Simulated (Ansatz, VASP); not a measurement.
**CaS in VASP and in Ansatz**

POSCAR

```
CaS
1.0
    0.0000000000      2.8479451014      2.8479451014
    2.8479451014      0.0000000000      2.8479451014
    2.8479451014      2.8479451014      0.0000000000
Ca S
1 1
Direct
    0.0000000000      0.0000000000      0.0000000000
    0.5000000000      0.5000000000      0.5000000000
```

The input INCAR.step1:

```
PREC = Accurate
ENCUT = 550
ISMEAR = 0
SIGMA = 0.01
LREAL = False
LASPH = True
NELM = 120
NBANDS = 15
GGA = PE
ALGO = Normal
EDIFF = 1E-5
LWAVE = True
LCHARG = False
GGA_COMPAT = False
```

Contents of INCAR.step2:

```
PREC = Accurate
ENCUT = 550
EDIFF = 1E-6
ISMEAR = 0
SIGMA = 0.01
LREAL = False
LASPH = True
NELM = 120
ALGO = Normal
ISIF = 2
LWAVE = False
LCHARG = False
METAGGA = R2SCAN
LMIXTAU = True
NBANDS = 15
ISTART = 1
GGA_COMPAT = False
```

Contents of KPOINTS:

```
Automatic mesh
0
Gamma
  4 4 4
```

Input for Ansatz:

```yaml
crystal:
  lattice:
    - [0.0, 2.8479451014, 2.8479451014]
    - [2.8479451014, 0.0, 2.8479451014]
    - [2.8479451014, 2.8479451014, 0.0]
  atoms:
    - { symbol: Ca, position: [0.0, 0.0, 0.0] }
    - { symbol: S, position: [0.5, 0.5, 0.5] }
kpoints:
  mp_grid: { grid: [4, 4, 4] }
hamiltonian:
  xc: r2scan
scf:
  occupations: { method: fixed }
output:
  optics:
    e_range: [0, 6]
    de: 0.1
    sigma: 0.15
    scissors: 0.6
    scheme: fermi_dirac
    bands: { spectra_wanted_up_to: 6 }
```

Alike in both runs: task single point; functional r2SCAN; k mesh 4 × 4 × 4; no spin polarisation.

|  | VASP | Ansatz |
| --- | --- | --- |
| version | VASP 6.6.1 | Ansatz 0.2.0 |
| potentials or method | VASP PAW PBE potentials, release 64 (Ca_sv, S) | plane waves, PAW |
| plane-wave cutoff (eV) | 550 | 500 |
| occupations | gaussian, width 0.01 eV | fixed |
| valence electrons in the cell | 16 | 16 |

```tsv
	VASP	Ansatz	Ansatz less VASP
gap on the k mesh at the Fermi level (eV)	2.80	2.79	-0.003
```

VASP's potentials were made for PBE, not for r2SCAN.

The k mesh is coarse, so the values compare programs but aren't converged.
